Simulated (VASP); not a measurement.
Write the native input for VASP 6.6.1 that does the following.

| Quantity | Value |
| --- | --- |
| Task | single point |
| Functional | RPBE |
| Potentials or basis | VASP PAW PBE potentials, release 64 (Sb) |
| Cutoff | 520 eV |
| k mesh | 9 × 9 × 9 |
| Occupations | fermi-dirac, width 0.1 eV |
| Spin | no spin polarisation |
| Dipole correction | no |
| Further INCAR settings | ALGO = Normal; EDIFF = 1e-06; NBANDS = 12 |

The structure of Sb lies in POSCAR:

```
Sb
1.0
    0.0000000000      3.4421579607      3.4421579607
    3.4421579607      0.0000000000      3.4421579607
    3.4421579607      3.4421579607      0.0000000000
Sb
2
Direct
    0.1250000000      0.1250000000      0.1250000000
    0.8750000000      0.8750000000      0.8750000000
```

This cell differs from its parent crystal: volume scaled by 0.92.

The input as run:

INCAR

```
PREC = Accurate
ENCUT = 520
EDIFF = 1E-6
ISMEAR = -1
SIGMA = 0.1
LREAL = F
LASPH = T
NELM = 100
ALGO = Normal
ISIF = 2
LWAVE = F
LCHARG = F
GGA = RP
NBANDS = 12
```

KPOINTS

```
regular mesh
0
Gamma
  9 9 9
```

Potentials or basis: VASP PAW PBE potentials, release 64 (Sb).

Launch:

```console
$ cat potpaw_PBE.64/Sb/POTCAR > POTCAR
$ mpirun -np 1 vasp_std > vasp.out
```

Results of the run:

| Quantity | Value |
| --- | --- |
| Pressure | 2.7 GPa |
| Band gap on the k mesh | zero (band 5 reaches 4.91 eV, above the bottom of band 6 at 4.05 eV) |

Caveat: the PAW data sets were made with another functional, which shifts forces and pressure a little; spin-orbit coupling is left out, which moves the levels of the heavy elements.

Run time: 28 s on 1 thread of Intel Xeon 6975P-C (shared host), peak memory 0.21 GiB.
